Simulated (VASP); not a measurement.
Input of a VASP 6.6.1 run:

File INCAR:

```
SYSTEM = SiC
PREC     = Accurate       ! precision mode
ENCUT    = 520            ! plane-wave cutoff, eV
EDIFF    = 1E-6           ! SCF threshold, eV
ISMEAR   = 0              ! smearing method
SIGMA    = 0.01           ! smearing width, eV
LREAL    = .False.        ! projectors in reciprocal space
LASPH    = .True.         ! aspherical terms in the spheres
NELM     = 60             ! most SCF steps
ALGO     = Normal         ! electronic algorithm
ISIF     = 2              ! what is computed and relaxed
LWAVE    = .False.        ! write WAVECAR
LCHARG   = .True.         ! write CHGCAR
GGA      = PE             ! functional
LELF     = .True.         ! ELF
LVHAR    = .True.       
NBANDS   = 16             ! bands
```

The input KPOINTS:

```
regular mesh
0
Gamma
  12 12 4
  0 0 0
```

File POSCAR:

```
SiC
1.0
    3.0203135167      0.0000000000      0.0000000000
   -1.5101567584      2.6156641658      0.0000000000
    0.0000000000      0.0000000000      4.9566133395
Si C
2 2
Direct
    0.3333333333      0.6666666667      0.0000000000
    0.6666666667      0.3333333333      0.5000000000
    0.3333333333      0.6666666667      0.3850000000
    0.6666666667      0.3333333333      0.8850000000
```

Potentials or basis: VASP PAW PBE potentials, release 64 (Si, C).

Run with:

```console
$ cat potpaw_PBE.64/Si/POTCAR potpaw_PBE.64/C/POTCAR > POTCAR
$ mpirun -np 1 vasp_std > vasp.out
```

(1) What does it give for the largest force?

(2) Predict the pressure.

(3) Estimate the band gap on the k mesh.

Answers

(1) 0.841 eV/Å.

(2) 17.4 GPa.

(3) 2.22 eV, indirect (least direct gap 4.19 eV).
